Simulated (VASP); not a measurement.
# AlN (Imm2) in VASP: a series of runs, part 2 of 2

VASP 6.6.1. The steps go on from the part before.

**4. Single point, PBE (strain -0.0100 x Voigt [0, 0, 0, 1, 0, 0])**

File INCAR:

```
ALGO     = Normal         # electronic algorithm
EDIFF    = 1E-7           # SCF threshold, eV
ENCUT    = 520            # plane-wave cutoff, eV
GGA      = PE             # functional
ISIF     = 2              # what is computed and relaxed
ISMEAR   = 0              # smearing method
LASPH    = True           # aspherical terms in the spheres
LCHARG   = False          # write CHGCAR
LREAL    = False          # projectors in reciprocal space
LWAVE    = False          # write WAVECAR
NBANDS   = 11             # bands
NELM     = 80             # most SCF steps
PREC     = Accurate       # precision mode
SIGMA    = 0.05           # smearing width, eV
```

File KPOINTS:

```
k-points
0
Gamma
  10 10 10
```

File POSCAR:

```
AlN
1.0
    0.0000000000      2.1905791689      2.1905791689
    2.2015871044     -0.0110079355      2.2015871044
    2.2015871044      2.2015871044     -0.0110079355
Al N
1 1
Direct
    0.0000000000      0.0000000000      0.0000000000
    0.7500000000      0.7500000000      0.7500000000
```

Run with:

```bash
$ cat potpaw_PBE.64/Al/POTCAR potpaw_PBE.64/N/POTCAR > POTCAR
$ mpirun -np 1 vasp_std > vasp.out
```

Run time: 16 s. Hardware: 1 thread of Intel Xeon Platinum 8488C (Sapphire Rapids), shared host; peak memory 0.15 GiB.

The run converged. Its results:

```
Free energy            : -14.8460 eV
Pressure               : -0.2 GPa
Largest force          : 0.080 eV/Å
Band gap on the k mesh : 3.28 eV, indirect (least direct gap 3.96 eV)
```

Forces on the atoms (eV/Å):
```
Al   0.080  0.000  0.000
N   -0.080  0.000  0.000
```

Stress tensor (GPa, compression positive):
```
-0.26  0.00  0.00
 0.00 -0.24  2.14
 0.00  2.14 -0.24
```

Levels at points of the mesh, in eV from the valence-band top:
| k point | band 2 | band 3 | band 4 | band 5 | band 6 | band 7 |
| --- | --- | --- | --- | --- | --- | --- |
| (0.00, 0.00, 0.00) | -0.05 | -0.03 | 0.00 | 3.96 | 12.17 | 12.30 |
| (0.50, 0.00, 0.00) | -5.76 | -0.53 | -0.51 | 7.09 | 9.67 | 10.87 |
| (0.00, 0.50, 0.00) | -5.79 | -0.49 | -0.48 | 7.18 | 9.67 | 10.97 |
| (0.50, 0.50, 0.00) | -4.86 | -1.77 | -1.77 | 3.28 | 8.44 | 13.60 |
| (0.00, 0.50, 0.50) | -4.86 | -1.83 | -1.71 | 3.28 | 8.45 | 13.61 |

Caveat: the cell differs from its parent crystal (strain -0.0100 x Voigt [0, 0, 0, 1, 0, 0]). A k mesh can miss the band edges.

**5. Single point, PBE (strain +0.0050 x Voigt [0, 0, 0, 1, 0, 0])**

File INCAR:

```
PREC = Accurate ; ENCUT = 520
EDIFF = 1E-6 ; ISMEAR = 0
SIGMA = 0.05 ; LREAL = F
LASPH = T ; NELM = 60
ALGO = Normal ; ISIF = 2
LWAVE = F ; LCHARG = F
GGA = PE ; NBANDS = 11
```

File KPOINTS:

```
regular mesh
0
Gamma
  10 10 10
```

File POSCAR:

```
AlN
1.0
    0.0000000000      2.2070910722      2.2070910722
    2.2015871044      0.0055039678      2.2015871044
    2.2015871044      2.2015871044      0.0055039678
Al N
1 1
Direct
    0.0000000000      0.0000000000      0.0000000000
    0.7500000000      0.7500000000      0.7500000000
```

Potentials or basis: VASP PAW PBE potentials, release 64 (Al, N).

Run with:

```bash
$ cat potpaw_PBE.64/Al/POTCAR potpaw_PBE.64/N/POTCAR > POTCAR
$ mpirun -np 1 vasp_std > vasp.out
```

OUTCAR:

```text
PREC = Accurate
   ENCUT = 520
   EDIFF = 1E-6
   ISMEAR = 0
   LREAL = F
   LASPH = T
   NELM = 60
   ISIF = 2
   GGA = PE

 ion  position               nearest neighbor table
   1  0.000  0.000  0.000-   2 1.90   2 1.90   2 1.91   2 1.91
   2  0.750  0.750  0.750-   1 1.90   1 1.90   1 1.91   1 1.91

  LATTYP: Found a body centered orthorhombic cell.
 ALAT       =     3.1057305559
 B/A-ratio  =     1.0050125314
 C/A-ratio  =     1.4177579573

  Lattice vectors:

 A1 = (  -2.2015871044,   2.2015871044,   0.0055039678)
 A2 = (  -2.2015871044,  -2.2015871044,  -0.0055039678)
 A3 = (   2.2015871044,   0.0055039678,   2.2015871044)

Analysis of symmetry for initial positions (statically):
=====================================================================
 Subroutine PRICEL returns:
 Original cell was already a primitive cell.

 Routine SETGRP: Setting up the symmetry group for a
 body centered orthorhombic supercell.

 Subroutine GETGRP returns: Found  4 space group operations
 (whereof  4 operations were pure point group operations)
 out of a pool of  8 trial point group operations.

The static configuration has the point symmetry C_2v.

[... 164 lines left out ...]
 fundamental gap:      3.2914331382
 Fermi energy:         6.0748940123

 k-point     1 :       0.0000    0.0000    0.0000
  band No.  band energies     occupation
      1      -9.0973      2.00000
      2       5.7324      2.00000
      3       5.7451      2.00000
      4       5.7581      2.00000
      5       9.7291      0.00000
      6      18.0042      0.00000
      7      18.0696      0.00000
      8      18.1339      0.00000
      9      23.2415      0.00000
     10      23.2422      0.00000
     11      24.5903      0.00000
[... 309 lines left out ...]
 k-point    24 :      -0.3000    0.2000   -0.0000
  band No.  band energies     occupation
      1      -7.2359      2.00000
      2       1.2038      2.00000
      3       3.5919      2.00000
      4       5.2320      2.00000
      5      13.5327      0.00000
      6      14.5958      0.00000
      7      17.2799      0.00000
      8      17.8957      0.00000
      9      21.8951      0.00000
     10      24.1435      0.00000
     11      26.7532      0.00000

 [... further k-points ...]
[... 5 lines left out ...]
  --------------------------------------------------------------------------------------
  -------------------------------------------------------------------------------------
  Total       -0.0375224     -0.0370257     -0.0370257      0.0000000     -0.1428393      0.0000000
  in kB       -2.8168690     -2.7795815     -2.7795815      0.0000000    -10.7231767      0.0000000
  external PRESSURE =      -2.7920107 kB  Pullay stress =       0.0000000 kB

 VOLUME and BASIS-vectors are now :
 -----------------------------------------------------------------------------
  energy-cutoff  :      520.00
  volume of cell :       21.34
      direct lattice vectors                 reciprocal lattice vectors
     0.000000000  2.207091072  2.207091072    -0.227108888  0.226542532  0.226542532
     2.201587104  0.005503968  2.201587104     0.227108888 -0.227678084  0.227678084
     2.201587104  2.201587104  0.005503968     0.227108888  0.227678084 -0.227678084

 POSITION                                       TOTAL-FORCE (eV/Angst)
 -----------------------------------------------------------------------------------
      0.00000      0.00000      0.00000        -0.040132     -0.000000     -0.000000
      3.30238      3.31064      3.31064         0.040132      0.000000      0.000000
 -----------------------------------------------------------------------------------
    total drift:                                0.000068     -0.000000     -0.000000

  FREE ENERGIE OF THE ION-ELECTRON SYSTEM (eV)
  ---------------------------------------------------
  free  energy   TOTEN  =       -14.8470644766 eV

  energy  without entropy=      -14.8470644766  energy(sigma->0) =      -14.84706448
```

stdout:

```text
POSCAR found type information on POSCAR AlN
 POSCAR found :  2 types and       2 ions
 scaLAPACK will be used
 LDA part: xc-table for (Slater+PW92), standard interpolation
 POSCAR, INCAR and KPOINTS ok, starting setup
 FFT: planning ... GRIDC
 FFT: planning ... GRID_SOFT
 FFT: planning ... GRID
 WAVECAR not read
 entering main loop
```

Run time: 16 s. Hardware: 1 thread of Intel Xeon Platinum 8488C (Sapphire Rapids), shared host; peak memory 0.16 GiB.

What came out:

```yaml
Free_energy: -14.8471 eV
Pressure: -0.3 GPa
Largest_force: 0.040 eV/Å
Band_gap_on_the_k_mesh: 3.29 eV, indirect (least direct gap 3.97 eV)
```

Forces on the atoms (eV/Å):
```
Al  -0.040  0.000  0.000
N    0.040  0.000  0.000
```

Caveat: the cell differs from its parent crystal (strain +0.0050 x Voigt [0, 0, 0, 1, 0, 0]).

**6. Single point, PBE (strain +0.0175 x Voigt [0, 0, 0, 1, 0, 0])**

File INCAR:

```
SYSTEM = AlN
  ALGO = Normal
  EDIFF = 1E-7
  ENCUT = 520
  GGA = PE
  ISIF = 2
  ISMEAR = 0
  LASPH = .True.
  LCHARG = .False.
  LREAL = .False.
  LWAVE = .False.
  NBANDS = 11
  NELM = 60
  PREC = Accurate
  SIGMA = 0.05
```

File KPOINTS:

```
k-points
0
Gamma
  10 10 10
  0 0 0
```

File POSCAR:

```
AlN
1.0
    0.0000000000      2.2208509916      2.2208509916
    2.2015871044      0.0192638872      2.2015871044
    2.2015871044      2.2015871044      0.0192638872
Al N
1 1
Direct
    0.0000000000      0.0000000000      0.0000000000
    0.7500000000      0.7500000000      0.7500000000
```

Potentials or basis: VASP PAW PBE potentials, release 64 (Al, N).

Run with:

```bash
$ cat potpaw_PBE.64/Al/POTCAR potpaw_PBE.64/N/POTCAR > POTCAR
$ mpirun -np 1 vasp_std > vasp.out
```

It took 15 s on 1 thread of Intel Xeon Platinum 8488C (Sapphire Rapids), shared host; peak memory 0.16 GiB.

The run converged. Its results:

```
Free energy            : -14.8431 eV
Pressure               : -0.2 GPa
Largest force          : 0.141 eV/Å
Band gap on the k mesh : 3.25 eV, indirect (least direct gap 3.93 eV)
```

Forces in eV/Å, atoms in the order of the input:
```
Al  -0.141  0.000  0.000
N    0.141  0.000  0.000
```

Stress tensor (GPa, compression positive):
```
-0.24  0.00  0.00
 0.00 -0.20 -3.75
 0.00 -3.75 -0.20
```

Levels at points of the mesh, in eV from the valence-band top:
```
           k point  band 1  band 2  band 3  band 4  band 5  band 6  band 7  band 8  band 9
(0.00, 0.00, 0.00)  -14.89   -0.09   -0.05    0.00    3.93   12.05   12.29   12.51   17.45
(0.50, 0.00, 0.00)  -12.95   -5.83   -0.50   -0.48    7.19    9.65   10.96   11.13   17.63
(0.00, 0.50, 0.00)  -12.88   -5.77   -0.57   -0.54    7.04    9.65   10.77   10.96   17.62
(0.50, 0.50, 0.00)  -12.30   -4.88   -1.79   -1.79    3.26    8.42   13.57   15.39   15.40
(0.00, 0.50, 0.50)  -12.30   -4.88   -1.90   -1.69    3.25    8.43   13.59   15.33   15.46
```

Caveat: the cell differs from its parent crystal (strain +0.0175 x Voigt [0, 0, 0, 1, 0, 0]).

**7. The runs side by side**

| cell | gap on the mesh (eV) | pressure (GPa) | largest force (eV/Å) |
| --- | --- | --- | --- |
| a = 3.082, b = 3.114, c = 3.114 Å, angles 60.7, 60.3, 60.3°, 2 atoms | 3.24 | -0.2 | 0.16 |
| a = 3.137, b = 3.114, c = 3.114 Å, angles 59.5, 59.8, 59.8°, 2 atoms | 3.26 | -0.2 | 0.12 |
| a = 3.098, b = 3.114, c = 3.114 Å, angles 60.3, 60.2, 60.2°, 2 atoms | 3.28 | -0.2 | 0.08 |
| a = 3.121, b = 3.114, c = 3.114 Å, angles 59.8, 59.9, 59.9°, 2 atoms | 3.29 | -0.3 | 0.04 |
| a = 3.141, b = 3.114, c = 3.114 Å, angles 59.4, 59.7, 59.7°, 2 atoms | 3.25 | -0.2 | 0.14 |

Alike in all rows: task single point; level PBE; potentials or basis VASP PAW PBE potentials, release 64 (Al, N); no spin polarisation; k mesh 10 × 10 × 10; cutoff (eV) 520; smearing gaussian 0.05 eV.

Absolute energies hang on the potentials; compare differences alone.
